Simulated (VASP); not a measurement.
Mg:

```
Mg
1.0
     3.20930    0.00000    0.00000
    -1.60465    2.77934    0.00000
     0.00000    0.00000    5.21030
Mg
2
Direct
  0.33333 0.66667 0.25000
  0.66667 0.33333 0.75000
```

```yaml
Program: VASP 6.6.1
Task: relaxation of cell and atoms
Functional: LDA
Potentials_or_basis: VASP PAW LDA potentials, release 64 (Mg_sv)
Cutoff: 840 eV
k_mesh: 8 × 8 × 5
Occupations: gaussian, width 0.02 eV
Spin: no spin polarisation
```

At the start: pressure -2.8 GPa; volume 23.24 Å³/atom.

Where does the relaxation end?

Over 3 steps the energy falls by 14.7 meV/atom and the volume is 21.59 Å³/atom (-7.1 %); space group P6_3/mmc (No. 194, to 0.1 Å) before and after.

The path:
| step | energy change (eV) | largest force (eV/Å) | pressure (GPa) | volume (Å³) |
| --- | --- | --- | --- | --- |
| 1 | 0.0000 | 0.0000 | -2.75 | 46.47 |
| 2 | -0.0282 | 0.0000 | -0.61 | 43.84 |
| 3 | -0.0295 | 0.0000 | 0.01 | 43.18 |

Final structure:
```xyz
2
Lattice="3.1283 0.0000 0.0000 -1.5642 2.7092 0.0000 0.0000 0.0000 5.0947" Properties=species:S:1:pos:R:3 pbc="T T T"
Mg    0.0000    1.8061    1.2737
Mg    1.5642    0.9031    3.8210
```
